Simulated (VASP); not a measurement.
Write the native input for VASP 6.6.1 that does the following.

```yaml
Task: relaxation of cell and atoms
Functional: PBE
Potentials_or_basis: VASP PAW PBE potentials, release 64 (Hf_pv, Si, Cu)
Cutoff: 600 eV
k_mesh: 4 × 4 × 4
Occupations: gaussian, width 0.1 eV
Spin: no spin polarisation
Dipole_correction: no
Further_INCAR_settings: ALGO = Normal; EDIFF = 1e-07; IBRION = 2; EDIFFG = -0.04; NSW = 90; ISIF = 3
```

The structure of HfCuSi3 lies in POSCAR:

```
HfCuSi3
1.0
    4.0284477592      0.0000000000      0.0000000000
    0.0000000000      4.0284477592      0.0000000000
    0.0000000000      0.0000000000      4.0789295607
Hf Si Cu
1 3 1
Direct
    0.0000000000      0.0000000000      0.0000000000
    0.5000000000      0.5000000000      0.9750000000
    0.0000000000      0.5000000000      0.4850000000
    0.5000000000      0.0000000000      0.4850000000
    0.5000000000      0.5000000000      0.5150000000
```

One way to write it, as run:

INCAR

```
SYSTEM = HfCuSi3
ALGO = Normal ; EDIFF = 1E-7
EDIFFG = -0.04 ; ENCUT = 600
GGA = PE ; IBRION = 2
ISIF = 3 ; ISMEAR = 0
LASPH = .True. ; LCHARG = .False.
LREAL = .False. ; LWAVE = .False.
NELM = 80 ; NSW = 90
PREC = Accurate ; SIGMA = 0.1
```

KPOINTS

```
k-points
0
Gamma
  4 4 4
  0 0 0
```

Potentials or basis: VASP PAW PBE potentials, release 64 (Hf_pv, Si, Cu).

Command:

```bash
$ cat potpaw_PBE.64/Hf_pv/POTCAR potpaw_PBE.64/Si/POTCAR potpaw_PBE.64/Cu/POTCAR > POTCAR
$ mpirun -np 1 vasp_std > vasp.out
```

It gave:

- Relaxed volume: 16.40 Å³/atom
- Relaxed cell: a = 3.755 Å, b = 3.755 Å, c = 5.815 Å, α = 90.00°, β = 90.00°, γ = 90.00°
- Space group after relaxing (to 0.1 Å): P4mm (No. 99)
- Energy gained by relaxing: 1319.2 meV/atom
- Ionic steps: 43
- Pressure after relaxing: 0.0 GPa
- Largest force after relaxing: 0.022 eV/Å
- Band gap on the k mesh: zero (an odd number of electrons rules out a gap without spin polarisation)

Caveat: the k points lie up to 0.42 Å⁻¹ apart in the final cell, too coarse for converged energies and pressures of a metal; the volume moved by over 15 % at a fixed basis, so the end points are rough; spin-orbit coupling is left out, which moves the levels of the heavy elements.

Run time: 14 min on 1 thread of Intel(R) Xeon(R) Platinum 8259CL CPU @ 2.50GHz (Skylake/Cascade Lake), with other jobs on the host, peak memory 0.23 GiB.
